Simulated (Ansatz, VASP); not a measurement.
PbSe in VASP and in Ansatz

The input INCAR:

```
  PREC = Accurate
  ENCUT = 520
  EDIFF = 1E-8
  ISMEAR = -1
  SIGMA = 0.01
  LREAL = F
  LASPH = T
  NELM = 100
  ALGO = Normal
  ISIF = 2
  LWAVE = F
  LCHARG = F
  GGA = PE
  LEFG = T
  NBANDS = 17
```

KPOINTS

```
Automatic mesh
0
Gamma
  9 9 9
```

POSCAR

```
PbSe
1.0
    0.0000000000      3.0621500000      3.0315285000
    3.0621500000      0.0000000000      3.0315285000
    3.0621500000      3.0621500000      0.0000000000
Pb Se
1 1
Direct
    0.0000000000      0.0000000000      0.0000000000
    0.5000000000      0.5000000000      0.5000000000
```

Input for Ansatz:

```yaml
crystal:
  lattice:
    - [0.0, 3.06215, 3.0315285]
    - [3.06215, 0.0, 3.0315285]
    - [3.06215, 3.06215, 0.0]
  atoms:
    - { symbol: Pb, position: [0.0, 0.0, 0.0] }
    - { symbol: Se, position: [0.5, 0.5, 0.5] }
kpoints:
  mp_grid: { grid: [9, 9, 9] }
scf:
  occupations: { method: fermi_dirac, width: 0.01 }
hamiltonian:
  xc: pbe
  pseudopotentials: { kind: all_electron, datasets: crystal }
output:
  forces: true
  stress: true
  eigenvalues: true
  efg: { contact_densities: true }
```

Change from the starting cell: zz strain of -1 %, crystal datasets.

Alike in both runs: task electric field gradients; functional PBE; k mesh 9 × 9 × 9; occupations fermi-dirac, width 0.01 eV; no spin polarisation.

|  | VASP | Ansatz |
| --- | --- | --- |
| version | VASP 6.6.1 | Ansatz 0.2.0 |
| potentials or method | VASP PAW PBE potentials, release 64 (Pb_d, Se), cutoff 520 eV | all-electron PAW with datasets made for the crystal, scalar-relativistic |

Ansatz gave:

| Property | Result |
| --- | --- |
| gap on the k mesh at the Fermi level (eV) | 0.68 |
| pressure (GPa) | 2.9 |
| traceless stress, the component that is largest in VASP (GPa) | 0.91 |
| size of Vzz on the site where it differs most (V/Å²) | 33.9 |

Q: What did VASP give for the same quantities?

A: gap on the k mesh at the Fermi level (eV): 0.68; pressure (GPa): 2.9; traceless stress, the component that is largest in VASP (GPa): 0.91; size of Vzz on the site where it differs most (V/Å²): 31.4.

Ansatz ran all-electron here, and VASP with PAW potentials.

Neither program's run includes spin-orbit coupling.
